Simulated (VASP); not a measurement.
# MgTlF (P4/mmm) in VASP: single point with PBE

Aim: the single point of MgTlF with PBE.

Everything below comes from runs of VASP 6.6.1. Logs are shortened: lines on timing, memory, paths and dates and some standing lists are left out, and cuts for length are marked.

**1. The cell of the first run**

It takes space group P4/mmm (No. 123, tetragonal). Conventional cell: a = 3.109 Å, b = 3.109 Å, c = 6.192 Å, α = 90.00°, β = 90.00°, γ = 90.00°. Mg (site symmetry 4/mmm) has 4 F at 2.20 Å within 2.9 Å. Within 4.1 Å of Tl (site symmetry 4/mmm) lie 2 Mg at 3.10 Å and 4 Tl at 3.11 Å and 8 F at 3.80 Å. F (site symmetry 4/mmm) has 4 Mg at 2.20 Å within 2.9 Å.

**2. Single point, PBE**

INCAR

```
ALGO = Normal
EDIFF = 1E-6
ENCUT = 520
GGA = PE
ISIF = 2
ISMEAR = 0
LASPH = True
LCHARG = True
LELF = True
LREAL = False
LVHAR = True
LWAVE = False
NBANDS = 18
NELM = 80
PREC = Accurate
SIGMA = 0.1
```

KPOINTS

```
k-points
0
Gamma
  14 14 8
```

POSCAR

```
MgTlF
1.0
    3.1090720631      0.0000000000      0.0000000000
    0.0000000000      3.1090720631      0.0000000000
    0.0000000000      0.0000000000      6.1915822928
Mg Tl F
1 1 1
Direct
    0.0000000000      0.0000000000      0.5000000000
    0.0000000000      0.0000000000      0.0000000000
    0.5000000000      0.5000000000      0.5000000000
```

Potentials or basis: VASP PAW PBE potentials, release 64 (Mg, Tl_d, F).

On the command line:

```bash
$ cat potpaw_PBE.64/Mg/POTCAR potpaw_PBE.64/Tl_d/POTCAR potpaw_PBE.64/F/POTCAR > POTCAR
$ mpirun -np 1 vasp_std > vasp.out
```

OUTCAR:

```text
EDIFF = 1E-6
   ENCUT = 520
   GGA = PE
   ISIF = 2
   ISMEAR = 0
   LASPH = True
   LREAL = False
   NELM = 80
   PREC = Accurate

 ion  position               nearest neighbor table
   1  0.000  0.000  0.500-   3 2.20   3 2.20   3 2.20   3 2.20   2 3.10   2 3.10
   2  0.000  0.000  0.000-   1 3.10   1 3.10
   3  0.500  0.500  0.500-   1 2.20   1 2.20   1 2.20   1 2.20

  LATTYP: Found a simple tetragonal cell.
 ALAT       =     3.1090720631
 C/A-ratio  =     1.9914566685

  Lattice vectors:

 A1 = (   3.1090720631,   0.0000000000,   0.0000000000)
 A2 = (   0.0000000000,   3.1090720631,   0.0000000000)
 A3 = (   0.0000000000,   0.0000000000,   6.1915822928)

Analysis of symmetry for initial positions (statically):
=====================================================================
 Subroutine PRICEL returns:
 Original cell was already a primitive cell.

 Routine SETGRP: Setting up the symmetry group for a
 simple tetragonal supercell.

 Subroutine GETGRP returns: Found 16 space group operations
 (whereof 16 operations were pure point group operations)
 out of a pool of 16 trial point group operations.

The static configuration has the point symmetry D_4h.

Analysis of symmetry for dynamics (positions and initial velocities):
=====================================================================
 Subroutine PRICEL returns:
 Original cell was already a primitive cell.

 Routine SETGRP: Setting up the symmetry group for a
 simple tetragonal supercell.

 Subroutine GETGRP returns: Found 16 space group operations
 (whereof 16 operations were pure point group operations)
 out of a pool of 16 trial point group operations.

The dynamic configuration has the point symmetry D_4h.

 Subroutine INISYM returns: Found 16 space group operations
 (whereof 16 operations are pure point group operations),
 and found     1 'primitive' translations

----------------------------------------------------------------------------------------

                                     Primitive cell

  volume of cell :      59.8499

  direct lattice vectors                    reciprocal lattice vectors
     3.109072063  0.000000000  0.000000000     0.321639377  0.000000000  0.000000000
     0.000000000  3.109072063  0.000000000     0.000000000  0.321639377  0.000000000
     0.000000000  0.000000000  6.191582293     0.000000000  0.000000000  0.161509603

  length of vectors
     3.109072063  3.109072063  6.191582293     0.321639377  0.321639377  0.161509603

  position of ions in fractional coordinates (direct lattice)
     0.000000000  0.000000000  0.500000000
     0.000000000  0.000000000  0.000000000
     0.500000000  0.500000000  0.500000000

  ion indices of the primitive-cell ions
   primitive index   ion index
                 1           1
                 2           2
                 3           3

----------------------------------------------------------------------------------------

 KPOINTS: k-points

Automatic generation of k-mesh.
 Grid dimensions read from file:
 generate k-points for:   14   14    8

 Generating k-lattice:

  Cartesian coordinates                     Fractional coordinates (reciprocal lattice)
     0.022974241  0.000000000  0.000000000     0.071428571  0.000000000  0.000000000
     0.000000000  0.022974241  0.000000000     0.000000000  0.071428571  0.000000000
     0.000000000  0.000000000  0.020188700     0.000000000  0.000000000  0.125000000

  Length of vectors
     0.022974241  0.022974241  0.020188700

  Shift w.r.t. Gamma in fractional coordinates (k-lattice)
     0.000000000  0.000000000  0.000000000

 Subroutine IBZKPT returns following result:
 ===========================================

 Found    180 irreducible k-points:

 Following reciprocal coordinates:
            Coordinates               Weight
  0.000000  0.000000  0.000000      1.000000
  0.071429  0.000000  0.000000      4.000000
  0.142857  0.000000  0.000000      4.000000
  0.214286  0.000000  0.000000      4.000000
  0.285714  0.000000  0.000000      4.000000
  0.357143  0.000000  0.000000      4.000000
[... 16 lines left out ...]
  0.285714  0.214286  0.000000      8.000000
  0.357143  0.214286  0.000000      8.000000
 [... further k-points ...]
   k-points           NKPTS =    180   k-points in BZ     NKDIM =    180   number of bands    NBANDS=     18
   number of dos      NEDOS =    301   number of ions     NIONS =      3
   total plane-waves  NPLWV =  27648
   dimension x,y,z NGX =    24 NGY =   24 NGZ =   48
   dimension x,y,z NGXF=    48 NGYF=   48 NGZF=   96
   ions per type =               1   1   1
   NGX,Y,Z   is equivalent  to a cutoff of  12.83, 12.83, 12.89 a.u.
   NGXF,Y,Z  is equivalent  to a cutoff of  25.67, 25.67, 25.78 a.u.
 SYSTEM =  unknown system
   PREC   = accura    normal or accurate (medium, high low for compatibility)
   ISTART =      0    job   : 0-new  1-cont  2-samecut
   ICHARG =      2    charge: 1-file 2-atom 10-const
   ISPIN  =      1    spin polarized calculation?
   LNONCOLLINEAR =      F non collinear calculations
   LSORBIT =      F    spin-orbit coupling
   LASPH  =      T    aspherical Exc in radial PAW
   ENCUT  =  520.0 eV  38.22 Ry    6.18 a.u.   5.78  5.78 11.51*2*pi/ulx,y,z
   NELM   =     80;   NELMIN=  2; NELMDL= -5     # of ELM steps
   EDIFF  = 0.1E-05   stopping-criterion for ELM
   LREAL  =      F    real-space projection
   EDIFFG = 0.1E-04   stopping-criterion for IOM
   NSW    =      0    number of steps for IOM
   IBRION =     -1    ionic relax: 0-MD 1-quasi-New 2-CG
   NFREE  =      0    steps in history (QN), initial steepest desc. (CG)
   ISIF   =      2    stress and relaxation
   ISYM   =      2    0-nonsym 1-usesym 2-fastsym
   POTIM  = 0.5000    time-step for ionic-motion
   TEBEG  =    0.0;   TEEND  =   0.0 temperature during run
   PSTRESS=    0.0 pullay stress
   NELECT =      22.0000    total number of electrons
   NUPDOWN=      -1.0000    fix difference up-down
   EMIN   =  10.00;   EMAX   =-10.00  energy-range for DOS
   EFERMI =   0.00;   METHOD = LEGACY
   ISMEAR =     0;   SIGMA  =   0.10  broadening in eV -4-tet -1-fermi 0-gaus
   EFERMI_NEDOS =   21; number of points for ismear=-14 and -15
   IALGO  =     38    algorithm
   IMIX   =      4    mixing-type and parameters
     AMIX     =   0.40;   BMIX     =  1.00
     AMIX_MAG =   1.60;   BMIX_MAG =  1.00
  volume/ion in A,a.u.               =      19.95       134.63
  Fermi-wavevector in a.u.,A,eV,Ry     =   1.172721  2.216121 18.711742  1.375274
  Thomas-Fermi vector in A             =   2.309145
   LORBIT       =      0    0 simple, 1 ext, 2 COOP (PROOUT), +10 PAW based schemes
   GGA     = PE    functional components
   LHFCALC =     F    Hartree Fock is set to
   AEXX    =    0.0000 exact exchange contribution
   IVDW    =     0    specifies the selected vdW correction
   LEPSILON=     F    determine dielectric tensor
   LRPA    =     F    only Hartree local field effects (RPA)
 non-spin polarized calculation
 Gauss-broadening in eV      SIGMA  =   0.10
  energy-cutoff  :      520.00
  volume of cell :       59.85
 maximum number of plane-waves:      1632
 NGX is ok and might be reduce to    24
   NGX = 11   NGY = 11   NGZ = 23

 number of electron      21.9999999 magnetization

 Free energy of the ion-electron system (eV)
  ---------------------------------------------------
  ext. energy  EPLUGINS =         0.00000000
  ---------------------------------------------------
  free energy    TOTEN  =        -9.59327820 eV

  energy without entropy =       -9.58666242  energy(sigma->0) =       -9.58997031

 E-fermi :   4.9597     XC(G=0):  -9.4599

 val. band max:        4.9502702378   @ k =   0.5000   0.0714   0.2500
 cond. band min:       4.9617605844   @ k =   0.3571   0.0714   0.3750
 fundamental gap:      0.0114903466
 Fermi energy:         4.9596983445

 k-point     1 :       0.0000    0.0000    0.0000
  band No.  band energies     occupation
      1     -21.0637      2.00000
      2      -7.3231      2.00000
      3      -6.9941      2.00000
      4      -6.3250      2.00000
      5      -6.3250      2.00000
      6      -6.1567      2.00000
[... 10 lines left out ...]
     17      15.2285      0.00000
     18      16.6473      0.00000

 k-point     2 :       0.0714    0.0000    0.0000
  band No.  band energies     occupation
      1     -21.0560      2.00000
      2      -7.2950      2.00000
      3      -6.9708      2.00000
      4      -6.3505      2.00000
      5      -6.3231      2.00000
      6      -6.1740      2.00000
[... 10 lines left out ...]
     17      15.3431      0.00000
     18      16.2316      0.00000

 k-point     3 :       0.1429    0.0000    0.0000
  band No.  band energies     occupation
      1     -21.0346      2.00000
      2      -7.2316      2.00000
      3      -6.8925      2.00000
      4      -6.4204      2.00000
      5      -6.3175      2.00000
      6      -6.2221      2.00000
[... 10 lines left out ...]
     17      14.8923      0.00000
     18      15.5797      0.00000

 k-point     4 :       0.2143    0.0000    0.0000
  band No.  band energies     occupation
      1     -21.0033      2.00000
      2      -7.1716      2.00000
      3      -6.7561      2.00000
      4      -6.5180      2.00000
      5      -6.3095      2.00000
      6      -6.2905      2.00000
[... 10 lines left out ...]
     17      14.5255      0.00000
     18      15.9203      0.00000

 k-point     5 :       0.2857    0.0000    0.0000
  band No.  band energies     occupation
      1     -20.9682      2.00000
      2      -7.1284      2.00000
      3      -6.6221      2.00000
      4      -6.5950      2.00000
      5      -6.3651      2.00000
      6      -6.3005      2.00000
[... 10 lines left out ...]
     17      14.7715      0.00000
     18      16.3039      0.00000

 k-point     6 :       0.3571    0.0000    0.0000
  band No.  band energies     occupation
      1     -20.9364      2.00000
      2      -7.0990      2.00000
      3      -6.7125      2.00000
      4      -6.4546      2.00000
      5      -6.4312      2.00000
      6      -6.2924      2.00000
[... 10 lines left out ...]
     17      15.1107      0.00000
     18      16.6810      0.00000

 k-point     7 :       0.4286    0.0000    0.0000
  band No.  band energies     occupation
      1     -20.9141      2.00000
      2      -7.0812      2.00000
      3      -6.7733      2.00000
      4      -6.4764      2.00000
      5      -6.3631      2.00000
      6      -6.2869      2.00000
[... 10 lines left out ...]
     17      15.4081      0.00000
     18      17.0360      0.00000

 k-point     8 :       0.5000    0.0000    0.0000
  band No.  band energies     occupation
      1     -20.9059      2.00000
      2      -7.0752      2.00000
      3      -6.7947      2.00000
      4      -6.4924      2.00000
      5      -6.3319      2.00000
      6      -6.2849      2.00000
[... 10 lines left out ...]
     17      15.5315      0.00000
     18      17.2015      0.00000
[... 229 lines left out ...]
     17      15.3616      0.00000
     18      15.6358      0.00000

 k-point    20 :       0.4286    0.1429    0.0000
  band No.  band energies     occupation
      1     -20.8957      2.00000
      2      -6.8901      2.00000
      3      -6.7573      2.00000
      4      -6.5824      2.00000
      5      -6.3711      2.00000
      6      -6.3306      2.00000
[... 10 lines left out ...]
     17      15.6964      0.00000
     18      15.7554      0.00000

 k-point    21 :       0.5000    0.1429    0.0000
  band No.  band energies     occupation
      1     -20.8882      2.00000
      2      -6.8843      2.00000
      3      -6.7783      2.00000
      4      -6.6002      2.00000
      5      -6.3687      2.00000
      6      -6.2960      2.00000
[... 10 lines left out ...]
     17      15.7379      0.00000
     18      15.7909      0.00000

 k-point    22 :       0.2143    0.2143    0.0000
  band No.  band energies     occupation
      1     -20.9517      2.00000
      2      -6.8196      2.00000
      3      -6.7069      2.00000
      4      -6.5122      2.00000
      5      -6.4750      2.00000
      6      -6.4562      2.00000
[... 10 lines left out ...]
     17      13.8714      0.00000
     18      14.5441      0.00000

 k-point    23 :       0.2857    0.2143    0.0000
  band No.  band energies     occupation
      1     -20.9218      2.00000
      2      -6.7393      2.00000
      3      -6.5966      2.00000
      4      -6.5829      2.00000
      5      -6.5312      2.00000
      6      -6.4770      2.00000
[... 10 lines left out ...]
     17      14.0512      0.00000
     18      14.1993      0.00000

 k-point    24 :       0.3571    0.2143    0.0000
  band No.  band energies     occupation
      1     -20.8948      2.00000
      2      -6.7186      2.00000
      3      -6.6820      2.00000
      4      -6.6308      2.00000
      5      -6.4663      2.00000
      6      -6.3939      2.00000
[... 10 lines left out ...]
     17      14.3350      0.00000
     18      14.4747      0.00000

 [... further k-points ...]

------------------------ aborting loop because EDIFF is reached ----------------------------------------

  FORCE on cell =-STRESS in cart. coord.  units (eV):
  Direction    XX          YY          ZZ          XY          YZ          ZX
  --------------------------------------------------------------------------------------
  -------------------------------------------------------------------------------------
  Total       -0.1267632     -0.1267632     -0.0705911      0.0000000      0.0000000     -0.0000000
  in kB       -3.3934431     -3.3934431     -1.8897180      0.0000000      0.0000000     -0.0000000
  external PRESSURE =      -2.8922014 kB  Pullay stress =       0.0000000 kB

 VOLUME and BASIS-vectors are now :
 -----------------------------------------------------------------------------
  energy-cutoff  :      520.00
  volume of cell :       59.85
      direct lattice vectors                 reciprocal lattice vectors
     3.109072063  0.000000000  0.000000000     0.321639377  0.000000000  0.000000000
     0.000000000  3.109072063  0.000000000     0.000000000  0.321639377  0.000000000
     0.000000000  0.000000000  6.191582293     0.000000000  0.000000000  0.161509603

 POSITION                                       TOTAL-FORCE (eV/Angst)
 -----------------------------------------------------------------------------------
      0.00000      0.00000      3.09579         0.000000      0.000000      0.000000
      0.00000      0.00000      0.00000         0.000000      0.000000      0.000000
      1.55454      1.55454      3.09579         0.000000      0.000000      0.000000
 -----------------------------------------------------------------------------------
    total drift:                                0.000000      0.000000      0.000000

  FREE ENERGIE OF THE ION-ELECTRON SYSTEM (eV)
  ---------------------------------------------------
  free  energy   TOTEN  =        -9.5932781991 eV

  energy  without entropy=       -9.5866624169  energy(sigma->0) =       -9.58997031
```

It took 3.6 min on 1 thread of AMD EPYC 7R43 (Zen 3), shared host; peak memory 0.3 GiB.

What came out:

```yaml
Free_energy: -9.5933 eV
Pressure: -0.3 GPa
Band_gap_on_the_k_mesh: zero (band 11 reaches 6.18 eV, above the bottom of band 12 at 4.27 eV)
```

Levels at points of the mesh, in eV from the Fermi level:
```csv
k point,band 7,band 8,band 9,band 10,band 11,band 12,band 13,band 14,band 15,band 16
"(0.00, 0.00, 0.00)",-8.82,-7.43,-7.37,-7.37,-1.48,-0.69,7.19,8.13,8.13,8.81
"(0.50, 0.00, 0.00)",-9.01,-7.33,-6.93,-5.30,-2.26,-0.08,3.49,3.67,5.17,10.32
"(0.50, 0.50, 0.00)",-8.52,-8.52,-6.69,-2.46,0.50,0.50,2.73,4.30,5.77,6.05
"(0.00, 0.00, 0.50)",-9.08,-7.37,-7.37,-6.71,-3.57,3.19,4.06,7.15,8.06,8.06
"(0.50, 0.00, 0.50)",-9.02,-7.33,-7.01,-5.44,-1.94,-0.08,2.40,5.07,7.15,7.95
"(0.50, 0.50, 0.50)",-8.50,-8.50,-6.69,-2.30,0.38,0.38,1.20,5.69,5.69,6.15
```

Caveat: spin-orbit coupling is left out, which moves the levels of the heavy elements.
